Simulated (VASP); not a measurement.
**InAs: single point with PBE-based screened hybrid with 50 % exact exchange**

The system is InAs.

```
CELL_PARAMETERS angstrom
4.73122 0.00000 0.00000
-2.36561 4.09736 0.00000
0.00000 0.00000 2.91089
ATOMIC_POSITIONS crystal
In 0.00000 0.00000 0.00000
As 0.66667 0.33333 0.00000
```

```
Program                            : VASP 6.6.1
Task                               : single point
Functional                         : PBE-based screened hybrid with 50 % exact exchange
Potentials or basis                : VASP PAW PBE potentials, release 64 (In_d, As)
Cutoff                             : 520 eV
k mesh                             : 4 × 4 × 5
Occupations                        : fermi-dirac, width 0.05 eV
Spin                               : no spin polarisation
Dipole correction                  : no
Grid for exact exchange (PRECFOCK) : Normal
Share of exact exchange            : 0.5
Further INCAR settings             : ALGO = Normal; EDIFF = 1e-06; NBANDS = 16
Screening parameter                : 0.2 1/Å
```

```json
{
  "Pressure": "-1.5 GPa",
  "Band gap on the k mesh": "zero (bands 9 and 10 overlap by 1.95 eV)"
}
```

Stress tensor (GPa, compression positive):
```
 0.27  0.00  0.00
 0.00  0.27  0.00
 0.00  0.00 -4.99
```

Levels at points of the mesh, in eV from the Fermi level:
| k point | band 7 | band 8 | band 9 | band 10 | band 11 | band 12 |
| --- | --- | --- | --- | --- | --- | --- |
| (0.00, 0.00, 0.00) | -4.78 | -3.64 | -3.64 | 2.74 | 2.74 | 5.45 |
| (0.50, 0.00, 0.00) | -9.09 | -4.72 | -1.08 | 5.46 | 5.88 | 7.17 |
| (0.50, 0.50, 0.00) | -9.09 | -4.72 | -1.08 | 5.46 | 5.88 | 7.17 |

Run time: 25 min on 1 thread of Intel(R) Xeon(R) Platinum 8375C CPU @ 2.90GHz (Ice Lake), with other jobs on the host, peak memory 0.3 GiB.

Caveat: the k points lie up to 0.43 Å⁻¹ apart, too coarse for converged energies and pressures of a metal; the PAW data sets were made with another functional, which shifts forces and pressure a little; spin-orbit coupling is left out, which moves the levels of the heavy elements.
